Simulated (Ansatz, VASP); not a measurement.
One calculation of MgSe, two programs

```
Mg Se
1.0
     0.00000    2.79037    2.79037
     2.79037    0.00000    2.79037
     2.79037    2.79037    0.00000
Mg Se
1 1
Direct
  0.00000 0.00000 0.00000
  0.50000 0.50000 0.50000
```

Alike in both runs: task single point; functional BLYP; k mesh 8 × 8 × 8; occupations gaussian, width 0.05 eV; no spin polarisation.

|  | VASP | Ansatz |
| --- | --- | --- |
| version | VASP 6.6.1 | Ansatz 0.2.0 |
| potentials or method | VASP PAW PBE potentials, release 64 (Mg, Se), cutoff 600 eV | scalar-relativistic, plane waves, PAW |
| valence electrons in the cell | 8 | 26 |

Ansatz gave:

```
gap on the k mesh at the Fermi level (eV) : 1.75
least direct gap on the mesh (eV)         : 2.29
pressure (GPa)                            : 0.0
```

What did VASP give for the same quantities?

gap on the k mesh at the Fermi level (eV): 1.73; least direct gap on the mesh (eV): 2.30; pressure (GPa): 0.0.

VASP's potentials were made for PBE, not for BLYP. With one functional, cell and mesh, what is left measures potentials, basis and numerics. VASP's potentials hold 8 valence electrons a cell and Ansatz's 26, so a difference there can come from the potentials and not from the codes.
